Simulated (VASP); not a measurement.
WC4:

```
CELL_PARAMETERS angstrom
2.59585 -3.48344 0.00000
2.59585 3.48344 0.00000
0.00000 0.00000 3.91937
ATOMIC_POSITIONS crystal
W 0.50000 0.50000 0.37129
C 0.46855 0.17082 0.48413
C 0.53145 0.82918 0.48413
C 0.82918 0.53145 0.48413
C 0.17082 0.46855 0.48413
```

| Item | Value |
| --- | --- |
| Program | VASP 6.6.1 |
| Task | relaxation of cell and atoms |
| Functional | PBE |
| Potentials or basis | VASP PAW PBE potentials, release 64 (W_sv, C) |
| Cutoff | 600 eV |
| k mesh | 4 × 4 × 4 |
| Occupations | gaussian, width 0.2 eV |
| Spin | no spin polarisation |

At the start: pressure 149.1 GPa; volume 14.18 Å³/atom.

Task: How do energy, volume and symmetry change on relaxing?

Result: Over 35 steps the energy falls by 6725.9 meV/atom and the volume is 11.24 Å³/atom (-20.7 %); space group Cmmm (No. 65, to 0.05 Å).

Step by step:
```csv
step,energy change (eV),largest force (eV/Å),pressure (GPa),volume (Å³)
1,0.0000,41.7297,149.09,70.88
2,-9.4064,6.8594,-15.53,289.34
3,-9.0480,6.7056,-15.68,283.48
4,-8.6903,6.4994,-15.82,277.50
5,-15.1876,4.5851,-22.30,154.04
6,129.9095,412.8273,234.73,107.81
7,-14.5628,3.9591,-23.98,152.01
8,-18.2343,13.6106,-6.02,128.79
9,-17.9506,3.2169,-22.03,140.67
10,-19.1454,3.1666,-17.26,134.66
11,-19.1821,4.9310,-14.07,132.37
12,-25.1319,3.6773,-35.62,97.49
13,-24.6424,15.6128,16.76,68.76
14,-26.4031,2.4122,-35.57,89.91
15,-27.4276,3.4227,-24.25,78.95
16,-23.2063,26.7120,114.43,48.18
17,-28.5413,7.7611,-5.00,67.45
18,-31.6318,5.0994,22.01,53.80
19,-31.7971,3.2445,11.09,55.97
20,-31.8019,3.1432,12.19,55.71
21,-33.0126,2.2246,-3.20,57.26
22,-33.4814,0.7056,-6.64,58.74
23,-33.4918,0.3085,-7.03,58.51
24,-33.4929,0.3202,-7.00,58.56
25,-33.5389,1.0410,2.61,56.40
26,-33.5466,0.7545,-0.15,56.97
27,-33.5858,0.9776,2.49,55.76
28,-33.5912,0.5529,1.71,56.06
29,-33.6222,0.1979,1.05,55.86
30,-33.6224,0.1968,1.08,55.87
31,-33.6273,0.2294,0.20,56.18
32,-33.6273,0.2014,0.27,56.16
33,-33.6285,0.1400,-0.81,56.38
34,-33.6289,0.0854,-0.45,56.31
35,-33.6296,0.0525,-0.18,56.22
```

Final structure:
```cif
data_structure
_symmetry_space_group_name_H-M 'P 1'
_symmetry_Int_Tables_number 1
_cell_length_a 4.7624
_cell_length_b 4.7624
_cell_length_c 2.8299
_cell_angle_alpha 90.000
_cell_angle_beta 90.000
_cell_angle_gamma 118.835
_cell_volume 56.22
loop_
_atom_site_label
_atom_site_type_symbol
_atom_site_fract_x
_atom_site_fract_y
_atom_site_fract_z
_atom_site_occupancy
W1 W 0.50000 0.50000 0.05993 1
C1 C 0.45101 0.83575 0.56197 1
C2 C 0.54899 0.16425 0.56197 1
C3 C 0.16425 0.54899 0.56197 1
C4 C 0.83575 0.45101 0.56197 1
```

Caveat: the k points lie up to 0.56 Å⁻¹ apart in the final cell; the volume moved by over 15 % at a fixed basis, so the end points are rough; the relaxation stopped at a loose force limit of 0.08 eV/Å, so its end isn't a converged minimum.
